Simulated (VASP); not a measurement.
Here is a VASP 6.6.1 calculation.

Contents of INCAR:

```
SYSTEM = ZnS
PREC = Accurate ; ENCUT = 520
EDIFF = 1E-7 ; ISMEAR = 0
SIGMA = 0.05 ; LREAL = .False.
LASPH = .True. ; NELM = 100
ALGO = Normal ; ISIF = 2
LWAVE = .False. ; LCHARG = .False.
GGA = PS ; NBANDS = 66
```

KPOINTS

```
Automatic mesh
0
Gamma
  9 9 2
  0 0 0
```

File POSCAR:

```
ZnS
1.0
    3.6893491457      0.0000000000      0.0000000000
   -1.8446745728      3.1950700836      0.0000000000
    0.0000000000      0.0000000000     19.5528126025
Zn S
6 6
Direct
    0.0000000000      0.0000000000      0.0000277175
    0.0000000000      0.0000000000      0.5000277175
    0.3333333333      0.6666666667      0.1668215992
    0.6666666667      0.3333333333      0.6668215992
    0.6666666667      0.3333333333      0.3332753580
    0.3333333333      0.6666666667      0.8332753580
    0.0000000000      0.0000000000      0.1251125986
    0.0000000000      0.0000000000      0.6251125986
    0.3333333333      0.6666666667      0.2916367831
    0.6666666667      0.3333333333      0.7916367831
    0.6666666667      0.3333333333      0.4581259436
    0.3333333333      0.6666666667      0.9581259436
```

Potentials or basis: VASP PAW PBE potentials, release 64 (Zn, S).

Run with:

```bash
$ cat potpaw_PBE.64/Zn/POTCAR potpaw_PBE.64/S/POTCAR > POTCAR
$ mpirun -np 1 vasp_std > vasp.out
```

**Question.** Predict the pressure.

**Answer.** 1.0 GPa.

**Question.** Estimate the largest force.

**Answer.** 0.409 eV/Å.

Stress tensor (GPa, compression positive):
```
 4.40  0.00  0.00
 0.00  4.40  0.00
 0.00  0.00 -5.95
```

Caveat: the stress differs along the axes, from -6 to 4 GPa; the PAW data sets were made with another functional, which shifts forces and pressure a little.
